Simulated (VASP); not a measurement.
A run of VASP 6.6.1:

POSCAR.step1

```
Te2Mo
1.0
    3.4093191276      0.0000000000      0.0000000000
   -1.7046595638      2.9525569741      0.0000000000
    0.0000000000      0.0000000000     13.5411465411
Te Mo
4 2
Direct
    0.6666666667      0.3333333333      0.3790000000
    0.3333333333      0.6666666667      0.8790000000
    0.6666666667      0.3333333333      0.1210000000
    0.3333333333      0.6666666667      0.6210000000
    0.6666666667      0.3333333333      0.7500000000
    0.3333333333      0.6666666667      0.2500000000
```

File POSCAR.step2:

```
Te2Mo
1.0
    3.4463798477      0.0000000000      0.0000000000
   -1.7231899238      2.9846524992      0.0000000000
    0.0000000000      0.0000000000     13.6883444487
Te Mo
4 2
Direct
    0.6666666667      0.3333333333      0.3790000000
    0.3333333333      0.6666666667      0.8790000000
    0.6666666667      0.3333333333      0.1210000000
    0.3333333333      0.6666666667      0.6210000000
    0.6666666667      0.3333333333      0.7500000000
    0.3333333333      0.6666666667      0.2500000000
```

File POSCAR.step3:

```
Te2Mo
1.0
    3.4826601964      0.0000000000      0.0000000000
   -1.7413300982      3.0160722029      0.0000000000
    0.0000000000      0.0000000000     13.8324428744
Te Mo
4 2
Direct
    0.6666666667      0.3333333333      0.3790000000
    0.3333333333      0.6666666667      0.8790000000
    0.6666666667      0.3333333333      0.1210000000
    0.3333333333      0.6666666667      0.6210000000
    0.6666666667      0.3333333333      0.7500000000
    0.3333333333      0.6666666667      0.2500000000
```

Contents of POSCAR.step4:

```
Te2Mo
1.0
    3.5182000000      0.0000000000      0.0000000000
   -1.7591000000      3.0468505756      0.0000000000
    0.0000000000      0.0000000000     13.9736000000
Te Mo
4 2
Direct
    0.6666666667      0.3333333333      0.3790000000
    0.3333333333      0.6666666667      0.8790000000
    0.6666666667      0.3333333333      0.1210000000
    0.3333333333      0.6666666667      0.6210000000
    0.6666666667      0.3333333333      0.7500000000
    0.3333333333      0.6666666667      0.2500000000
```

File POSCAR.step5:

```
Te2Mo
1.0
    3.5530359289      0.0000000000      0.0000000000
   -1.7765179645      3.0770193750      0.0000000000
    0.0000000000      0.0000000000     14.1119614736
Te Mo
4 2
Direct
    0.6666666667      0.3333333333      0.3790000000
    0.3333333333      0.6666666667      0.8790000000
    0.6666666667      0.3333333333      0.1210000000
    0.3333333333      0.6666666667      0.6210000000
    0.6666666667      0.3333333333      0.7500000000
    0.3333333333      0.6666666667      0.2500000000
```

Contents of POSCAR.step6:

```
Te2Mo
1.0
    3.5872018318      0.0000000000      0.0000000000
   -1.7936009159      3.1066079149      0.0000000000
    0.0000000000      0.0000000000     14.2476617354
Te Mo
4 2
Direct
    0.6666666667      0.3333333333      0.3790000000
    0.3333333333      0.6666666667      0.8790000000
    0.6666666667      0.3333333333      0.1210000000
    0.3333333333      0.6666666667      0.6210000000
    0.6666666667      0.3333333333      0.7500000000
    0.3333333333      0.6666666667      0.2500000000
```

POSCAR.step7

```
Te2Mo
1.0
    3.6207290259      0.0000000000      0.0000000000
   -1.8103645129      3.1356433166      0.0000000000
    0.0000000000      0.0000000000     14.3808251709
Te Mo
4 2
Direct
    0.6666666667      0.3333333333      0.3790000000
    0.3333333333      0.6666666667      0.8790000000
    0.6666666667      0.3333333333      0.1210000000
    0.3333333333      0.6666666667      0.6210000000
    0.6666666667      0.3333333333      0.7500000000
    0.3333333333      0.6666666667      0.2500000000
```

Contents of INCAR:

```
SYSTEM = Te2Mo
ALGO = Normal
EDIFF = 1E-7
EFERMI = MIDGAP
ENCUT = 640
GGA = PE
GGA_COMPAT = .False.
ISIF = 2
ISMEAR = 0
IVDW = 12
KPAR = 2
LASPH = .True.
LCHARG = .False.
LREAL = .False.
LWAVE = .False.
NELM = 120
NSW = 0
PREC = Accurate
SIGMA = 0.03
```

KPOINTS

```
Automatic mesh
0
Gamma
  11 11 3
  0 0 0
```

Potentials or basis: VASP PAW PBE potentials, release 64 (Te, Mo_sv).

The run is started by

```sh
$ cat potpaw_PBE.64/Te/POTCAR potpaw_PBE.64/Mo_sv/POTCAR > POTCAR
$ cp POSCAR.step1 POSCAR
$ mpirun -np 2 vasp_std > vasp.out
$ cp POSCAR.step2 POSCAR
$ mpirun -np 2 vasp_std > vasp.out
$ cp POSCAR.step3 POSCAR
$ mpirun -np 2 vasp_std > vasp.out
$ cp POSCAR.step4 POSCAR
$ mpirun -np 2 vasp_std > vasp.out
$ cp POSCAR.step5 POSCAR
$ mpirun -np 2 vasp_std > vasp.out
$ cp POSCAR.step6 POSCAR
$ mpirun -np 2 vasp_std > vasp.out
$ cp POSCAR.step7 POSCAR
$ mpirun -np 2 vasp_std > vasp.out
```

Hardware: 2 MPI ranks on Intel(R) Xeon(R) Platinum 8259CL CPU @ 2.50GHz (Skylake/Cascade Lake) (shared host).

Q: How long does it take, and how much memory?

A: It took 19 min on 2 MPI ranks on Intel(R) Xeon(R) Platinum 8259CL CPU @ 2.50GHz (Skylake/Cascade Lake), on a shared host, peak memory 0.42 GiB a rank. Counts: k points 32.
